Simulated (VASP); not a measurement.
# In2Au (Fm-3m) in VASP: notebook

Runs on In2Au. Level: LDA. Tasks: single point.

All numbers are computed with VASP 6.6.1; they aren't measurements. Logs are shortened: lines on timing, memory, paths and dates and some standing lists are left out, and cuts for length are marked.

## 1. The cell of the first run

It takes space group Fm-3m (No. 225, cubic). The conventional cell has a = 6.545 Å, b = 6.545 Å, c = 6.545 Å, α = 90.00°, β = 90.00°, γ = 90.00°. In (site symmetry -43m) has 4 Au at 2.83 Å and 6 In at 3.27 Å within 3.7 Å. Au (site symmetry m-3m) has 8 In at 2.83 Å within 3.7 Å.

## 2. Single point, LDA (volume scaled by 1.02)

Input file INCAR:

```
  PREC = Accurate
  ENCUT = 520
  EDIFF = 1E-6
  ISMEAR = -1
  SIGMA = 0.05
  LREAL = False
  LASPH = True
  NELM = 100
  ALGO = Normal
  ISIF = 2
  LWAVE = False
  LCHARG = False
  NBANDS = 26
```

Input file KPOINTS:

```
Automatic mesh
0
Gamma
  10 10 10
```

Input file POSCAR:

```
In2Au
1.0
    0.0000000000      3.2725304288      3.2725304288
    3.2725304288      0.0000000000      3.2725304288
    3.2725304288      3.2725304288      0.0000000000
In Au
2 1
Direct
    0.2500000000      0.2500000000      0.2500000000
    0.7500000000      0.7500000000      0.7500000000
    0.0000000000      0.0000000000      0.0000000000
```

Potentials or basis: VASP PAW LDA potentials, release 64 (In_d, Au).

Started as:

```console
$ cat potpaw_LDA.64/In_d/POTCAR potpaw_LDA.64/Au/POTCAR > POTCAR
$ mpirun -np 1 vasp_std > vasp.out
```

OUTCAR:

```text
PREC = Accurate
   ENCUT = 520
   EDIFF = 1E-6
   ISMEAR = -1
   LREAL = False
   LASPH = True
   NELM = 100
   ISIF = 2

 ion  position               nearest neighbor table
   1  0.250  0.250  0.250-   3 2.83   3 2.83   3 2.83   3 2.83   2 3.27   2 3.27   2 3.27   2 3.27
                             2 3.27   2 3.27
   2  0.750  0.750  0.750-   3 2.83   3 2.83   3 2.83   3 2.83   1 3.27   1 3.27   1 3.27   1 3.27
                             1 3.27   1 3.27
   3  0.000  0.000  0.000-   2 2.83   2 2.83   2 2.83   1 2.83   2 2.83   1 2.83   1 2.83   1 2.83

  LATTYP: Found a face centered cubic cell.
 ALAT       =     6.5450608576

  Lattice vectors:

 A1 = (   0.0000000000,   3.2725304288,   3.2725304288)
 A2 = (   3.2725304288,   0.0000000000,   3.2725304288)
 A3 = (   3.2725304288,   3.2725304288,   0.0000000000)

Analysis of symmetry for initial positions (statically):
=====================================================================
 Subroutine PRICEL returns:
 Original cell was already a primitive cell.

 Routine SETGRP: Setting up the symmetry group for a
 face centered cubic supercell.

 Subroutine GETGRP returns: Found 48 space group operations
 (whereof 48 operations were pure point group operations)
 out of a pool of 48 trial point group operations.

The static configuration has the point symmetry O_h .

Analysis of symmetry for dynamics (positions and initial velocities):
=====================================================================
 Subroutine PRICEL returns:
 Original cell was already a primitive cell.

 Routine SETGRP: Setting up the symmetry group for a
 face centered cubic supercell.

 Subroutine GETGRP returns: Found 48 space group operations
 (whereof 48 operations were pure point group operations)
 out of a pool of 48 trial point group operations.

The dynamic configuration has the point symmetry O_h .

 Subroutine INISYM returns: Found 48 space group operations
 (whereof 48 operations are pure point group operations),
 and found     1 'primitive' translations

----------------------------------------------------------------------------------------

                                     Primitive cell

  volume of cell :      70.0940

  direct lattice vectors                    reciprocal lattice vectors
     0.000000000  3.272530429  3.272530429    -0.152786967  0.152786967  0.152786967
     3.272530429  0.000000000  3.272530429     0.152786967 -0.152786967  0.152786967
     3.272530429  3.272530429  0.000000000     0.152786967  0.152786967 -0.152786967

  length of vectors
     4.628056916  4.628056916  4.628056916     0.264634790  0.264634790  0.264634790

  position of ions in fractional coordinates (direct lattice)
     0.250000000  0.250000000  0.250000000
     0.750000000  0.750000000  0.750000000
     0.000000000  0.000000000  0.000000000

  ion indices of the primitive-cell ions
   primitive index   ion index
                 1           1
                 2           2
                 3           3

----------------------------------------------------------------------------------------

 KPOINTS: Automatic mesh

Automatic generation of k-mesh.
 Grid dimensions read from file:
 generate k-points for:   10   10   10

 Generating k-lattice:

  Cartesian coordinates                     Fractional coordinates (reciprocal lattice)
    -0.015278697  0.015278697  0.015278697     0.100000000  0.000000000  0.000000000
     0.015278697 -0.015278697  0.015278697     0.000000000  0.100000000  0.000000000
     0.015278697  0.015278697 -0.015278697     0.000000000  0.000000000  0.100000000

  Length of vectors
     0.026463479  0.026463479  0.026463479

  Shift w.r.t. Gamma in fractional coordinates (k-lattice)
     0.000000000  0.000000000  0.000000000

 Subroutine IBZKPT returns following result:
 ===========================================

 Found     47 irreducible k-points:

 Following reciprocal coordinates:
            Coordinates               Weight
  0.000000  0.000000  0.000000      1.000000
  0.100000  0.000000  0.000000      8.000000
  0.200000  0.000000  0.000000      8.000000
  0.300000  0.000000  0.000000      8.000000
  0.400000  0.000000  0.000000      8.000000
  0.500000  0.000000  0.000000      4.000000
[... 16 lines left out ...]
  0.300000  0.300000  0.000000      6.000000
  0.400000  0.300000  0.000000     24.000000
 [... further k-points ...]
   k-points           NKPTS =     47   k-points in BZ     NKDIM =     47   number of bands    NBANDS=     26
   number of dos      NEDOS =    301   number of ions     NIONS =      3
   total plane-waves  NPLWV =  46656
   dimension x,y,z NGX =    36 NGY =   36 NGZ =   36
   dimension x,y,z NGXF=    72 NGYF=   72 NGZF=   72
   ions per type =               2   1
   NGX,Y,Z   is equivalent  to a cutoff of  12.93, 12.93, 12.93 a.u.
   NGXF,Y,Z  is equivalent  to a cutoff of  25.86, 25.86, 25.86 a.u.
 SYSTEM =  unknown system
   PREC   = accura    normal or accurate (medium, high low for compatibility)
   ISTART =      0    job   : 0-new  1-cont  2-samecut
   ICHARG =      2    charge: 1-file 2-atom 10-const
   ISPIN  =      1    spin polarized calculation?
   LNONCOLLINEAR =      F non collinear calculations
   LSORBIT =      F    spin-orbit coupling
   LASPH  =      T    aspherical Exc in radial PAW
   ENCUT  =  520.0 eV  38.22 Ry    6.18 a.u.   8.61  8.61  8.61*2*pi/ulx,y,z
   NELM   =    100;   NELMIN=  2; NELMDL= -5     # of ELM steps
   EDIFF  = 0.1E-05   stopping-criterion for ELM
   LREAL  =      F    real-space projection
   EDIFFG = 0.1E-04   stopping-criterion for IOM
   NSW    =      0    number of steps for IOM
   IBRION =     -1    ionic relax: 0-MD 1-quasi-New 2-CG
   NFREE  =      0    steps in history (QN), initial steepest desc. (CG)
   ISIF   =      2    stress and relaxation
   ISYM   =      2    0-nonsym 1-usesym 2-fastsym
   POTIM  = 0.5000    time-step for ionic-motion
   TEBEG  =    0.0;   TEEND  =   0.0 temperature during run
   PSTRESS=    0.0 pullay stress
   NELECT =      37.0000    total number of electrons
   NUPDOWN=      -1.0000    fix difference up-down
   EMIN   =  10.00;   EMAX   =-10.00  energy-range for DOS
   EFERMI =   0.00;   METHOD = LEGACY
   ISMEAR =    -1;   SIGMA  =   0.05  broadening in eV -4-tet -1-fermi 0-gaus
   EFERMI_NEDOS =   21; number of points for ismear=-14 and -15
   IALGO  =     38    algorithm
   IMIX   =      4    mixing-type and parameters
     AMIX     =   0.40;   BMIX     =  1.00
     AMIX_MAG =   1.60;   BMIX_MAG =  1.00
  volume/ion in A,a.u.               =      23.36       157.67
  Fermi-wavevector in a.u.,A,eV,Ry     =   1.323067  2.500233 23.817070  1.750505
  Thomas-Fermi vector in A             =   2.452702
   LORBIT       =      0    0 simple, 1 ext, 2 COOP (PROOUT), +10 PAW based schemes
   GGA     = CA    functional components
   LHFCALC =     F    Hartree Fock is set to
   AEXX    =    0.0000 exact exchange contribution
   IVDW    =     0    specifies the selected vdW correction
   LEPSILON=     F    determine dielectric tensor
   LRPA    =     F    only Hartree local field effects (RPA)
 non-spin polarized calculation
  energy-cutoff  :      520.00
  volume of cell :       70.09
 maximum number of plane-waves:      1917
   NGX = 17   NGY = 17   NGZ = 17

 number of electron      36.9999996 magnetization

 Free energy of the ion-electron system (eV)
  ---------------------------------------------------
  ext. energy  EPLUGINS =         0.00000000
  ---------------------------------------------------
  free energy    TOTEN  =       -11.67490822 eV

  energy without entropy =      -11.66452830  energy(sigma->0) =      -11.66971826

 E-fermi :   7.6007     XC(G=0): -10.9405

 val. band max:        7.5818582595   @ k =   0.1000   0.1000   0.0000
 cond. band min:       7.6095810190   @ k =   0.4000   0.1000   0.0000
 fundamental gap:      0.0277227595
 Fermi energy:         7.6006968803

 k-point     1 :       0.0000    0.0000    0.0000
  band No.  band energies     occupation
      1      -7.1770      2.00000
      2      -7.1770      2.00000
      3      -7.0303      2.00000
      4      -7.0303      2.00000
      5      -7.0303      2.00000
      6      -6.7630      2.00000
[... 18 lines left out ...]
     25      13.1663      0.00000
     26      13.1663      0.00000

 k-point     2 :       0.1000    0.0000    0.0000
  band No.  band energies     occupation
      1      -7.1626      2.00000
      2      -7.1626      2.00000
      3      -7.0304      2.00000
      4      -7.0234      2.00000
      5      -7.0234      2.00000
      6      -6.7689      2.00000
[... 18 lines left out ...]
     25      13.2422      0.00000
     26      13.2422      0.00000

 k-point     3 :       0.2000    0.0000    0.0000
  band No.  band energies     occupation
      1      -7.1208      2.00000
      2      -7.1208      2.00000
      3      -7.0261      2.00000
      4      -7.0035      2.00000
      5      -7.0035      2.00000
      6      -6.7863      2.00000
[... 18 lines left out ...]
     25      13.8128      0.00000
     26      13.8128      0.00000

 k-point     4 :       0.3000    0.0000    0.0000
  band No.  band energies     occupation
      1      -7.0558      2.00000
      2      -7.0558      2.00000
      3      -7.0089      2.00000
      4      -6.9727      2.00000
      5      -6.9727      2.00000
      6      -6.8142      2.00000
[... 18 lines left out ...]
     25      14.8233      0.00000
     26      14.8233      0.00000
[... 496 lines left out ...]
      1      -7.0997      2.00000
      2      -7.0241      2.00000
      3      -6.9837      2.00000
      4      -6.9779      2.00000
      5      -6.9343      2.00000
      6      -6.8556      2.00000
[... 18 lines left out ...]
     25      14.2271      0.00000
     26      17.3727      0.00000

 k-point    23 :       0.3000    0.3000    0.0000
  band No.  band energies     occupation
      1      -7.1446      2.00000
      2      -7.0870      2.00000
      3      -6.9529      2.00000
      4      -6.9417      2.00000
      5      -6.9417      2.00000
      6      -6.8502      2.00000
[... 18 lines left out ...]
     25      16.4834      0.00000
     26      16.8368      0.00000

 k-point    24 :       0.4000    0.3000    0.0000
  band No.  band energies     occupation
      1      -7.1258      2.00000
      2      -7.0890      2.00000
      3      -6.9192      2.00000
      4      -6.9185      2.00000
      5      -6.9111      2.00000
      6      -6.8985      2.00000
[... 18 lines left out ...]
     25      17.3264      0.00000
     26      17.6526      0.00000

 [... further k-points ...]
[... 5 lines left out ...]
  --------------------------------------------------------------------------------------
  -------------------------------------------------------------------------------------
  Total       -1.0995345     -1.0995345     -1.0995345      0.0000000     -0.0000000     -0.0000000
  in kB      -25.1326556    -25.1326556    -25.1326556      0.0000000     -0.0000000     -0.0000000
  external PRESSURE =     -25.1326556 kB  Pullay stress =       0.0000000 kB

 VOLUME and BASIS-vectors are now :
 -----------------------------------------------------------------------------
  energy-cutoff  :      520.00
  volume of cell :       70.09
      direct lattice vectors                 reciprocal lattice vectors
     0.000000000  3.272530429  3.272530429    -0.152786967  0.152786967  0.152786967
     3.272530429  0.000000000  3.272530429     0.152786967 -0.152786967  0.152786967
     3.272530429  3.272530429  0.000000000     0.152786967  0.152786967 -0.152786967

 POSITION                                       TOTAL-FORCE (eV/Angst)
 -----------------------------------------------------------------------------------
      1.63627      1.63627      1.63627        -0.000000     -0.000000     -0.000000
      4.90880      4.90880      4.90880         0.000000      0.000000      0.000000
      0.00000      0.00000      0.00000         0.000000      0.000000     -0.000000
 -----------------------------------------------------------------------------------
    total drift:                                0.000000      0.000000      0.000000

  FREE ENERGIE OF THE ION-ELECTRON SYSTEM (eV)
  ---------------------------------------------------
  free  energy   TOTEN  =       -11.6749082190 eV

  energy  without entropy=      -11.6645283050  energy(sigma->0) =      -11.66971826
```

It took 55 s on 1 thread of Intel Xeon Platinum 8259CL at 2.50GHz (Skylake/Cascade Lake), shared host; peak memory 0.23 GiB.

Results:

```yaml
Free_energy: -11.6749 eV
Pressure: -2.5 GPa
```

Caveat: the cell differs from its parent crystal (volume scaled by 1.02); spin-orbit coupling is left out, which moves the levels of the heavy elements.

## 3. Single point, LDA (volume scaled by 1.06)

Input file INCAR:

```
SYSTEM = In2Au
PREC = Accurate ; ENCUT = 520
EDIFF = 1E-6 ; ISMEAR = -1
SIGMA = 0.05 ; LREAL = .False.
LASPH = .True. ; NELM = 80
ALGO = Normal ; ISIF = 2
LWAVE = .False. ; LCHARG = .False.
GGA = CA ; NBANDS = 26
```

Input file KPOINTS:

```
Automatic mesh
0
Gamma
  10 10 10
  0 0 0
```

Input file POSCAR:

```
In2Au
1.0
    0.0000000000      3.3147612857      3.3147612857
    3.3147612857      0.0000000000      3.3147612857
    3.3147612857      3.3147612857      0.0000000000
In Au
2 1
Direct
    0.2500000000      0.2500000000      0.2500000000
    0.7500000000      0.7500000000      0.7500000000
    0.0000000000      0.0000000000      0.0000000000
```

Potentials or basis: VASP PAW LDA potentials, release 64 (In_d, Au).

Started as:

```console
$ cat potpaw_LDA.64/In_d/POTCAR potpaw_LDA.64/Au/POTCAR > POTCAR
$ mpirun -np 1 vasp_std > vasp.out
```

OUTCAR:

```text
SYSTEM = In2Au
   PREC = Accurate
   ENCUT = 520
   EDIFF = 1E-6
   ISMEAR = -1
   LREAL = .False.
   LASPH = .True.
   NELM = 80
   ISIF = 2
   GGA = CA

 ion  position               nearest neighbor table
   1  0.250  0.250  0.250-   3 2.87   3 2.87   3 2.87   3 2.87   2 3.31   2 3.31   2 3.31   2 3.31
                             2 3.31   2 3.31
   2  0.750  0.750  0.750-   3 2.87   3 2.87   3 2.87   3 2.87   1 3.31   1 3.31   1 3.31   1 3.31
                             1 3.31   1 3.31
   3  0.000  0.000  0.000-   1 2.87   2 2.87   2 2.87   2 2.87   2 2.87   1 2.87   1 2.87   1 2.87

  LATTYP: Found a face centered cubic cell.
[... 885 lines left out ...]

 [... further k-points ...]
[... 5 lines left out ...]
  --------------------------------------------------------------------------------------
  -------------------------------------------------------------------------------------
  Total       -2.1147576     -2.1147576     -2.1147576      0.0000000      0.0000000      0.0000000
  in kB      -46.5140760    -46.5140760    -46.5140760      0.0000000      0.0000000      0.0000000
  external PRESSURE =     -46.5140760 kB  Pullay stress =       0.0000000 kB

 VOLUME and BASIS-vectors are now :
 -----------------------------------------------------------------------------
  energy-cutoff  :      520.00
  volume of cell :       72.84
      direct lattice vectors                 reciprocal lattice vectors
     0.000000000  3.314761286  3.314761286    -0.150840425  0.150840425  0.150840425
     3.314761286  0.000000000  3.314761286     0.150840425 -0.150840425  0.150840425
     3.314761286  3.314761286  0.000000000     0.150840425  0.150840425 -0.150840425

 POSITION                                       TOTAL-FORCE (eV/Angst)
 -----------------------------------------------------------------------------------
      1.65738      1.65738      1.65738         0.000000     -0.000000      0.000000
      4.97214      4.97214      4.97214        -0.000000      0.000000      0.000000
      0.00000      0.00000      0.00000        -0.000000     -0.000000     -0.000000
 -----------------------------------------------------------------------------------
    total drift:                                0.000000      0.000000      0.000000

  FREE ENERGIE OF THE ION-ELECTRON SYSTEM (eV)
  ---------------------------------------------------
  free  energy   TOTEN  =       -11.6141015125 eV

  energy  without entropy=      -11.6030388215  energy(sigma->0) =      -11.60857017
```

OSZICAR:

```text
N       E                     dE             d eps       ncg     rms          rms(c)
DAV:   1     0.340115524101E+03    0.34012E+03   -0.17507E+04  2452   0.185E+03
DAV:   2     0.196064181814E+02   -0.32051E+03   -0.30813E+03  2456   0.437E+02
DAV:   3    -0.112877008393E+02   -0.30894E+02   -0.30341E+02  2822   0.148E+02
DAV:   4    -0.122707012414E+02   -0.98300E+00   -0.98002E+00  2908   0.269E+01
DAV:   5    -0.123149794194E+02   -0.44278E-01   -0.44273E-01  3594   0.528E+00    0.762E+00
DAV:   6    -0.116898329407E+02    0.62515E+00   -0.26662E+00  2620   0.120E+01    0.434E+00
DAV:   7    -0.116350072987E+02    0.54826E-01   -0.13943E-01  3304   0.419E+00    0.248E+00
DAV:   8    -0.116153793068E+02    0.19628E-01   -0.38817E-02  3158   0.203E+00    0.249E-01
DAV:   9    -0.116141330865E+02    0.12462E-02   -0.58205E-03  3338   0.102E+00    0.235E-01
DAV:  10    -0.116141029594E+02    0.30127E-04   -0.52940E-04  2834   0.242E-01    0.515E-02
DAV:  11    -0.116140996893E+02    0.32701E-05   -0.26091E-05  3706   0.502E-02    0.157E-02
DAV:  12    -0.116141015355E+02   -0.18462E-05   -0.45088E-06  2274   0.140E-02    0.506E-03
DAV:  13    -0.116141015125E+02    0.22976E-07   -0.56773E-07  1554   0.771E-03
   1 F= -.11614102E+02 E0= -.11608570E+02  d E =-.110627E-01
```

stdout:

```text
POSCAR found type information on POSCAR InAu
 POSCAR found :  2 types and       3 ions
 scaLAPACK will be used
 LDA part: xc-table for (Slater(with rela. corr.)+CA(PZ))
 , standard interpolation
 POSCAR, INCAR and KPOINTS ok, starting setup
 FFT: planning ... GRIDC
 FFT: planning ... GRID_SOFT
 FFT: planning ... GRID
 WAVECAR not read
 entering main loop
```

Wall time 54 s (1 thread of Intel Xeon Platinum 8259CL at 2.50GHz (Skylake/Cascade Lake), shared host); peak memory 0.22 GiB.

Results:

- Free energy: -11.6141 eV
- Pressure: -4.7 GPa

Caveat: the cell differs from its parent crystal (volume scaled by 1.06); spin-orbit coupling is left out, which moves the levels of the heavy elements.

## 4. Single point, LDA

This run uses another cell than the first one, of 22.91 Å³/atom, 0.980 times its volume.

Input file INCAR:

```
PREC = Accurate ; ENCUT = 520
EDIFF = 1E-7 ; ISMEAR = -1
SIGMA = 0.05 ; LREAL = F
LASPH = T ; NELM = 80
ALGO = Normal ; ISIF = 2
LWAVE = F ; LCHARG = T
GGA = CA ; LELF = T
LVHAR = T ; NBANDS = 26
```

Input file KPOINTS:

```
Automatic mesh
0
Gamma
  10 10 10
```

Input file POSCAR:

```
In2Au
1.0
    0.0000000000      3.2510000000      3.2510000000
    3.2510000000      0.0000000000      3.2510000000
    3.2510000000      3.2510000000      0.0000000000
In Au
2 1
Direct
    0.2500000000      0.2500000000      0.2500000000
    0.7500000000      0.7500000000      0.7500000000
    0.0000000000      0.0000000000      0.0000000000
```

Started as:

```console
$ cat potpaw_LDA.64/In_d/POTCAR potpaw_LDA.64/Au/POTCAR > POTCAR
$ mpirun -np 1 vasp_std > vasp.out
```

It used 140 s of CPU time on 1 thread of AMD EPYC 7R13 Processor (Zen 3), on a shared host.

Results (log left out):

| Item | Value |
| --- | --- |
| Free energy | -11.6903 eV |
| Pressure | -1.2 GPa |

Levels at points of the mesh, in eV from the Fermi level:
```
           k point  band 17  band 18  band 19  band 20  band 21  band 22
(0.00, 0.00, 0.00)     0.19     3.09     3.09     3.09     3.78     3.78
(0.50, 0.00, 0.00)    -4.67     0.87     0.87     1.72     2.75     3.65
(0.50, 0.50, 0.00)    -4.24    -1.89    -1.89    -0.30     2.46     8.97
```

Caveat: spin-orbit coupling is left out, which moves the levels of the heavy elements.

## 5. Summary

```tsv
cell	gap on the mesh (eV)	pressure (GPa)
a = 4.628 Å, angles 60.0°, 3 atoms	none	-2.5
a = 4.688 Å, angles 60.0°, 3 atoms	none	-4.7
a = 4.598 Å, angles 60.0°, 3 atoms	none	-1.2
```

Alike in all rows: task single point; level LDA; potentials or basis VASP PAW LDA potentials, release 64 (In_d, Au); no spin polarisation; k mesh 10 × 10 × 10; cutoff (eV) 520; smearing fermi-dirac 0.05 eV.

Caveats: spin-orbit coupling is left out, which moves the levels of the heavy elements.

Total energies depend on the potentials used, so only differences within one code and one set of settings carry meaning.
